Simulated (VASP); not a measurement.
# SnO2: electric field gradients with PBE

The system is SnO2.

```
CELL_PARAMETERS angstrom
4.73735 0.00000 0.00000
0.00000 4.73735 0.00000
0.00000 0.00000 3.25013
ATOMIC_POSITIONS crystal
Sn 0.00000 0.00000 0.00000
Sn 0.50000 0.50000 0.50000
O 0.30562 0.30562 0.00000
O 0.19438 0.80562 0.50000
O 0.69438 0.69438 0.00000
O 0.80562 0.19438 0.50000
```

This cell differs from its parent crystal: zz strain of +2 %.

- Program: VASP 6.6.1
- Task: electric field gradients
- Functional: PBE
- Potentials or basis: VASP PAW PBE potentials, release 64 (Sn_d, O)
- Cutoff: 520 eV
- k mesh: 4 × 4 × 6
- Occupations: fermi-dirac, width 0.03 eV
- Spin: no spin polarisation
- Dipole correction: no
- Further INCAR settings: ALGO = Normal; EDIFF = 1e-08; NBANDS = 35

```yaml
Pressure: 6.4 GPa
Largest_force: 0.094 eV/Å
Band_gap_on_the_k_mesh: 0.95 eV
Largest_electric_field_gradient_by_atom: Sn +70.6; O -108.9 V/Å²
```

Forces on the atoms (eV/Å):
```
Sn   0.000  0.000  0.000
Sn   0.000  0.000  0.000
O    0.066  0.066  0.000
O   -0.066  0.066  0.000
O   -0.066 -0.066  0.000
O    0.066 -0.066  0.000
```

Stress tensor (GPa, compression positive):
```
7.32 0.00 0.00
0.00 7.32 0.00
0.00 0.00 4.42
```

Levels at points of the mesh, in eV from the valence-band top:
| k point | band 23 | band 24 | band 25 | band 26 | band 27 | band 28 | band 29 | band 30 |
| --- | --- | --- | --- | --- | --- | --- | --- | --- |
| (0.00, 0.00, 0.00) | -1.29 | -0.74 | -0.74 | 0.00 | 0.95 | 5.84 | 6.08 | 6.08 |
| (0.50, 0.00, 0.00) | -1.24 | -1.24 | -0.60 | -0.60 | 4.21 | 4.21 | 6.86 | 6.86 |
| (0.50, 0.50, 0.00) | -1.37 | -1.37 | -0.84 | -0.84 | 4.59 | 4.59 | 7.30 | 7.30 |
| (0.00, 0.00, 0.50) | -1.62 | -1.62 | -1.22 | -1.22 | 5.92 | 5.92 | 9.66 | 9.66 |
| (0.50, 0.00, 0.50) | -1.05 | -1.05 | -0.68 | -0.68 | 6.22 | 6.22 | 7.99 | 7.99 |
| (0.50, 0.50, 0.50) | -0.91 | -0.91 | -0.78 | -0.78 | 4.64 | 4.64 | 8.84 | 8.84 |

Electric field gradients, principal values (V/Å²):
| atom | least | middle | greatest (by size) |
| --- | --- | --- | --- |
| 1 Sn | -34.086 | -36.559 | 70.645 |
| 2 Sn | -34.086 | -36.559 | 70.645 |
| 3 O | 47.580 | 61.273 | -108.853 |
| 4 O | 47.580 | 61.273 | -108.853 |
| 5 O | 47.580 | 61.273 | -108.853 |
| 6 O | 47.580 | 61.273 | -108.853 |

Wall time 51 s on 1 thread of Intel(R) Xeon(R) Platinum 8375C CPU @ 2.90GHz (Ice Lake) (shared host), peak memory 0.19 GiB.

Caveat: the cell differs from its parent crystal (zz strain of +2 %); the cell stands under pressure; without QUAD_EFG the Cq values of the log hold for a quadrupole moment of 1 mb, not for the nuclei; spin-orbit coupling is left out, which moves the levels of the heavy elements.
